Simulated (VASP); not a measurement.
# PbSe (Pm-3m) in VASP: single point with PBEsol

Aim: the single point of PbSe with PBEsol.

All numbers are computed with VASP 6.6.1; they aren't measurements. Logs are shortened: lines on timing, memory, paths and dates and some standing lists are left out, and cuts for length are marked.

**1. The cell of the first run**

Symmetry: Pm-3m, No. 221, cubic system. Conventional cell: a = 3.784 Å, b = 3.784 Å, c = 3.784 Å, α = 90.00°, β = 90.00°, γ = 90.00°. Pb (site symmetry m-3m) has 8 Se at 3.28 Å and 6 Pb at 3.78 Å within 4.3 Å. Within 4.3 Å of Se (site symmetry m-3m) lie 8 Pb at 3.28 Å and 6 Se at 3.78 Å.

**2. Single point, PBEsol**

Contents of INCAR:

```
  ALGO = Normal
  EDIFF = 1E-6
  ENCUT = 500
  GGA = PS
  GGA_COMPAT = F
  ISIF = 2
  ISMEAR = 1
  LASPH = T
  LCHARG = F
  LREAL = F
  LWAVE = F
  NBANDS = 17
  NELM = 120
  PREC = Accurate
  SIGMA = 0.05
```

Contents of KPOINTS:

```
k-points
0
Gamma
  6 6 6
```

Contents of POSCAR:

```
PbSe
1.0
    3.7843200000      0.0000000000      0.0000000000
    0.0000000000      3.7843200000      0.0000000000
    0.0000000000      0.0000000000      3.7843200000
Pb Se
1 1
Direct
    0.0000000000      0.0000000000      0.0000000000
    0.5000000000      0.5000000000      0.5000000000
```

Potentials or basis: VASP PAW PBE potentials, release 64 (Pb_d, Se).

Command:

```
cat potpaw_PBE.64/Pb_d/POTCAR potpaw_PBE.64/Se/POTCAR > POTCAR
mpirun -np 1 vasp_std > vasp.out
```

OUTCAR:

```text
EDIFF = 1E-6
   ENCUT = 500
   GGA = PS
   ISIF = 2
   ISMEAR = 1
   LASPH = T
   LREAL = F
   NELM = 120
   PREC = Accurate

 ion  position               nearest neighbor table
   1  0.000  0.000  0.000-   2 3.28   2 3.28   2 3.28   2 3.28   2 3.28   2 3.28   2 3.28   2 3.28

   2  0.500  0.500  0.500-   1 3.28   1 3.28   1 3.28   1 3.28   1 3.28   1 3.28   1 3.28   1 3.28

  LATTYP: Found a simple cubic cell.
 ALAT       =     3.7843200000

  Lattice vectors:

 A1 = (   3.7843200000,   0.0000000000,   0.0000000000)
 A2 = (   0.0000000000,   3.7843200000,   0.0000000000)
 A3 = (   0.0000000000,   0.0000000000,   3.7843200000)

Analysis of symmetry for initial positions (statically):
=====================================================================
 Subroutine PRICEL returns:
 Original cell was already a primitive cell.

 Routine SETGRP: Setting up the symmetry group for a
 simple cubic supercell.

 Subroutine GETGRP returns: Found 48 space group operations
 (whereof 48 operations were pure point group operations)
 out of a pool of 48 trial point group operations.

The static configuration has the point symmetry O_h .

Analysis of symmetry for dynamics (positions and initial velocities):
=====================================================================
 Subroutine PRICEL returns:
 Original cell was already a primitive cell.

 Routine SETGRP: Setting up the symmetry group for a
 simple cubic supercell.

 Subroutine GETGRP returns: Found 48 space group operations
 (whereof 48 operations were pure point group operations)
 out of a pool of 48 trial point group operations.

The dynamic configuration has the point symmetry O_h .

 Subroutine INISYM returns: Found 48 space group operations
 (whereof 48 operations are pure point group operations),
 and found     1 'primitive' translations

----------------------------------------------------------------------------------------

                                     Primitive cell

  volume of cell :      54.1955

  direct lattice vectors                    reciprocal lattice vectors
     3.784320000  0.000000000  0.000000000     0.264248267  0.000000000  0.000000000
     0.000000000  3.784320000  0.000000000     0.000000000  0.264248267  0.000000000
     0.000000000  0.000000000  3.784320000     0.000000000  0.000000000  0.264248267

  length of vectors
[... 75 lines left out ...]
   ENCUT  =  500.0 eV  36.75 Ry    6.06 a.u.   6.90  6.90  6.90*2*pi/ulx,y,z
   NELM   =    120;   NELMIN=  2; NELMDL= -5     # of ELM steps
   EDIFF  = 0.1E-05   stopping-criterion for ELM
   LREAL  =      F    real-space projection
   EDIFFG = 0.1E-04   stopping-criterion for IOM
   NSW    =      0    number of steps for IOM
   IBRION =     -1    ionic relax: 0-MD 1-quasi-New 2-CG
   NFREE  =      0    steps in history (QN), initial steepest desc. (CG)
   ISIF   =      2    stress and relaxation
   ISYM   =      2    0-nonsym 1-usesym 2-fastsym
   POTIM  = 0.5000    time-step for ionic-motion
   TEBEG  =    0.0;   TEEND  =   0.0 temperature during run
   PSTRESS=    0.0 pullay stress
   NELECT =      20.0000    total number of electrons
   NUPDOWN=      -1.0000    fix difference up-down
   EMIN   =  10.00;   EMAX   =-10.00  energy-range for DOS
   EFERMI =   0.00;   METHOD = LEGACY
   ISMEAR =     1;   SIGMA  =   0.05  broadening in eV -4-tet -1-fermi 0-gaus
   EFERMI_NEDOS =   21; number of points for ismear=-14 and -15
   IALGO  =     38    algorithm
   IMIX   =      4    mixing-type and parameters
     AMIX     =   0.40;   BMIX     =  1.00
     AMIX_MAG =   1.60;   BMIX_MAG =  1.00
  volume/ion in A,a.u.               =      27.10       182.86
  Fermi-wavevector in a.u.,A,eV,Ry     =   1.174258  2.219026 18.760837  1.378883
  Thomas-Fermi vector in A             =   2.310658
   LORBIT       =      0    0 simple, 1 ext, 2 COOP (PROOUT), +10 PAW based schemes
   GGA     = PS    functional components
   LHFCALC =     F    Hartree Fock is set to
   AEXX    =    0.0000 exact exchange contribution
   IVDW    =     0    specifies the selected vdW correction
   LEPSILON=     F    determine dielectric tensor
   LRPA    =     F    only Hartree local field effects (RPA)
 non-spin polarized calculation
 Methfessel and Paxton  Order N= 1 SIGMA  =   0.05
  energy-cutoff  :      500.00
  volume of cell :       54.20
 maximum number of plane-waves:      1406
 NGX is ok and might be reduce to    28
   NGX = 13   NGY = 13   NGZ = 13

 number of electron      20.0000009 magnetization

 Free energy of the ion-electron system (eV)
  ---------------------------------------------------
  ext. energy  EPLUGINS =         0.00000000
  ---------------------------------------------------
  free energy    TOTEN  =        -8.46254748 eV

  energy without entropy =       -8.46179879  energy(sigma->0) =       -8.46229791

 E-fermi :   5.1997     XC(G=0): -10.1219

 val. band max:        5.1926794984   @ k =   0.5000   0.5000   0.0000
 cond. band min:       5.2026732823   @ k =   0.5000   0.3333   0.3333
 fundamental gap:      0.0099937839
 Fermi energy:         5.1996703387

 k-point     1 :       0.0000    0.0000    0.0000
  band No.  band energies     occupation
      1     -11.6641      2.00000
      2     -11.6641      2.00000
      3     -11.5132      2.00000
      4     -11.5132      2.00000
      5     -11.5132      2.00000
      6      -8.0304      2.00000
[... 377 lines left out ...]
      4     -11.4700      2.00000
      5     -11.4700      2.00000
      6      -6.0923      2.00000
[... 9 lines left out ...]
     16      18.8760      0.00000
     17      22.4787      0.00000

------------------------ aborting loop because EDIFF is reached ----------------------------------------

  FORCE on cell =-STRESS in cart. coord.  units (eV):
  Direction    XX          YY          ZZ          XY          YZ          ZX
  --------------------------------------------------------------------------------------
  -------------------------------------------------------------------------------------
  Total       -1.1018496     -1.1018496     -1.1018496      0.0000000      0.0000000     -0.0000000
  in kB      -32.5738689    -32.5738689    -32.5738689      0.0000000      0.0000000     -0.0000000
  external PRESSURE =     -32.5738689 kB  Pullay stress =       0.0000000 kB

 VOLUME and BASIS-vectors are now :
 -----------------------------------------------------------------------------
  energy-cutoff  :      500.00
  volume of cell :       54.20
      direct lattice vectors                 reciprocal lattice vectors
     3.784320000  0.000000000  0.000000000     0.264248267  0.000000000  0.000000000
     0.000000000  3.784320000  0.000000000     0.000000000  0.264248267  0.000000000
     0.000000000  0.000000000  3.784320000     0.000000000  0.000000000  0.264248267

 POSITION                                       TOTAL-FORCE (eV/Angst)
 -----------------------------------------------------------------------------------
      0.00000      0.00000      0.00000         0.000000      0.000000      0.000000
      1.89216      1.89216      1.89216         0.000000      0.000000      0.000000
 -----------------------------------------------------------------------------------
    total drift:                               -0.000000      0.000000     -0.000000

  FREE ENERGIE OF THE ION-ELECTRON SYSTEM (eV)
  ---------------------------------------------------
  free  energy   TOTEN  =        -8.4625474775 eV

  energy  without entropy=       -8.4617987866  energy(sigma->0) =       -8.46229791
```

Run time: 20 s. Hardware: 1 thread of Intel Xeon 8259CL, shared host; peak memory 0.16 GiB.

What came out:

```
Free energy            : -8.4625 eV
Pressure               : -3.3 GPa
Band gap on the k mesh : zero (bands 10 and 11 overlap by 0.78 eV)
```

Caveat: the cell stands under tension; semilocal functionals underestimate gaps, so a narrow gap can read as zero; the PAW data sets were made with another functional, which shifts forces and pressure a little; spin-orbit coupling is left out, which moves the levels of the heavy elements.
